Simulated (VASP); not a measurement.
Here is a VASP 6.6.1 calculation.

The input INCAR:

```
SYSTEM = Si
ALGO = Normal ; EDIFF = 1E-6
ENCUT = 500 ; GGA = PE
GGA_COMPAT = .FALSE. ; ISIF = 2
ISMEAR = 1 ; LASPH = .TRUE.
LCHARG = .FALSE. ; LREAL = .FALSE.
LWAVE = .FALSE. ; NBANDS = 8
NELM = 120 ; PREC = Accurate
SIGMA = 0.1
```

Contents of KPOINTS:

```
k-points
0
G
  13 13 12
  0 0 0
```

POSCAR

```
Si
1.0
    2.5270000000      0.0000000000      0.0000000000
   -1.2635000000      2.1884460000      0.0000000000
    0.0000000000      0.0000000000      2.3730000000
Si
1
Direct
    0.0000000000      0.0000000000      0.0000000000
```

Potentials or basis: VASP PAW PBE potentials, release 64 (Si).

Launch:

```bash
$ cat potpaw_PBE.64/Si/POTCAR > POTCAR
$ mpirun -np 1 vasp_std > vasp.out
```

Predict the pressure.

20.5 GPa.

Predict the band gap on the k mesh.

zero (band 2 reaches 18.80 eV, above the bottom of band 3 at 6.83 eV).

Stress tensor (GPa, compression positive):
```
18.40  0.00  0.00
 0.00 18.40  0.00
 0.00  0.00 24.73
```
